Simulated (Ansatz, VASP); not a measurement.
# One calculation of NaF, two programs

```
Na F
1.0
     0.00000    2.32330    2.38138
     2.32330    0.00000    2.38138
     2.32330    2.32330    0.00000
Na F
1 1
Direct
  0.00000 0.00000 0.00000
  0.50000 0.50000 0.50000
```

Change from the starting cell: strain +0.000 along x and y, +0.025 along z, atoms carried along.

Alike in both runs: task single point; functional PBEsol; k mesh 8 × 8 × 8; occupations gaussian, width 0.05 eV; no spin polarisation.

|  | VASP | Ansatz |
| --- | --- | --- |
| version | VASP 6.6.1 | Ansatz 0.2.0 |
| potentials or method | VASP PAW PBE potentials, release 64 (Na_pv, F), cutoff 520 eV | scalar-relativistic, plane waves, PAW |
| valence electrons in the cell | 14 | 16 |

```csv
,VASP,Ansatz,Ansatz less VASP
gap on the k mesh at the Fermi level (eV),5.99,6.01,+0.020
least direct gap on the mesh (eV),5.99,6.01,+0.020
pressure (GPa),-1.7,-1.5,+0.11
"traceless stress, the component that is largest in VASP (GPa)",-1.05,-1.00,+0.047
```

VASP's potentials were made for PBE, not for PBEsol. With one functional, cell and mesh, what is left measures potentials, basis and numerics. VASP's potentials hold 14 valence electrons a cell and Ansatz's 16, so a difference there can come from the potentials and not from the codes.
